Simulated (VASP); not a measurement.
Here is a VASP 6.6.1 calculation.

INCAR

```
SYSTEM = Fe3PdC
  PREC = Accurate
  ENCUT = 600
  EDIFF = 1E-6
  ISMEAR = 0
  SIGMA = 0.1
  LREAL = .False.
  LASPH = .True.
  NELM = 120
  ALGO = Normal
  ISIF = 2
  LWAVE = .False.
  LCHARG = .False.
  GGA = PE
  NBANDS = 27
  GGA_COMPAT = .False.
```

KPOINTS

```
regular mesh
0
Gamma
  10 10 10
  0 0 0
```

File POSCAR:

```
Fe3PdC
1.0
    3.7642964515      0.0000000000      0.0000000000
    0.0000000000      3.7642964515      0.0000000000
    0.0000000000      0.0000000000      3.7642964515
Pd C Fe
1 1 3
Direct
    0.0000000000      0.0000000000      0.0000000000
    0.5000000000      0.5000000000      0.5000000000
    0.5000000000      0.5000000000      0.0000000000
    0.5000000000      0.0000000000      0.5000000000
    0.0000000000      0.5000000000      0.5000000000
```

Potentials or basis: VASP PAW PBE potentials, release 64 (Pd, C, Fe).

Command:

```sh
$ cat potpaw_PBE.64/Pd/POTCAR potpaw_PBE.64/C/POTCAR potpaw_PBE.64/Fe/POTCAR > POTCAR
$ mpirun -np 1 vasp_std > vasp.out
```

Question: Predict the pressure.

Answer: 0.6 GPa.

Question: Estimate the band gap on the k mesh.

Answer: Zero (bands 19 and 20 overlap by 0.77 eV).

Caveat: the run has no spin polarisation, though such a crystal can be magnetic. Spin polarisation is off, so any magnetic state and its effect on volume and gap are missing.
